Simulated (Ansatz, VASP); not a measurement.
# AgCl: VASP beside Ansatz

The input INCAR:

```
SYSTEM = AgCl
ALGO = Normal ; EDIFF = 1E-8
ENCUT = 520 ; GGA = PE
ISIF = 2 ; ISMEAR = -1
LASPH = .True. ; LCHARG = .False.
LEFG = .True. ; LREAL = .False.
LWAVE = .False. ; NBANDS = 16
NELM = 60 ; PREC = Accurate
SIGMA = 0.02
```

KPOINTS

```
k-points
0
Gamma
  8 8 8
  0 0 0
```

The input POSCAR:

```
AgCl
1.0
    0.0000000000      2.7731500000      2.8008815000
    2.7731500000      0.0000000000      2.8008815000
    2.7731500000      2.7731500000      0.0000000000
Ag Cl
1 1
Direct
    0.5000000000      0.5000000000      0.5000000000
    0.0000000000      0.0000000000      0.0000000000
```

Input for Ansatz:

```yaml
crystal:
  lattice:
    - [0.0, 2.77315, 2.8008815]
    - [2.77315, 0.0, 2.8008815]
    - [2.77315, 2.77315, 0.0]
  atoms:
    - { symbol: Ag, position: [0.5, 0.5, 0.5] }
    - { symbol: Cl, position: [0.0, 0.0, 0.0] }
kpoints:
  mp_grid: { grid: [8, 8, 8] }
scf:
  occupations: { method: fermi_dirac, width: 0.02 }
hamiltonian:
  xc: pbe
  pseudopotentials: { kind: all_electron, datasets: crystal }
output:
  forces: true
  stress: true
  eigenvalues: true
  efg: { contact_densities: true }
```

Change from the starting cell: zz strain of +1 %, crystal datasets.

Alike in both runs: task electric field gradients; functional PBE; k mesh 8 × 8 × 8; occupations fermi-dirac, width 0.02 eV; no spin polarisation.

|  | VASP | Ansatz |
| --- | --- | --- |
| version | VASP 6.6.1 | Ansatz 0.2.0 |
| potentials or method | VASP PAW PBE potentials, release 64 (Ag, Cl), cutoff 520 eV | all-electron PAW with datasets made for the crystal, scalar-relativistic |

```tsv
	VASP	Ansatz	Ansatz less VASP
gap on the k mesh at the Fermi level (eV)	0.88	0.89	+0.004
pressure (GPa)	1.0	1.1	+0.14
traceless stress, the component that is largest in VASP (GPa)	-0.14	-0.15	-0.006
size of Vzz on the site where it differs most (V/Å²)	5.6	4.8	-0.77
```

Ansatz ran all-electron here, and VASP with PAW potentials.
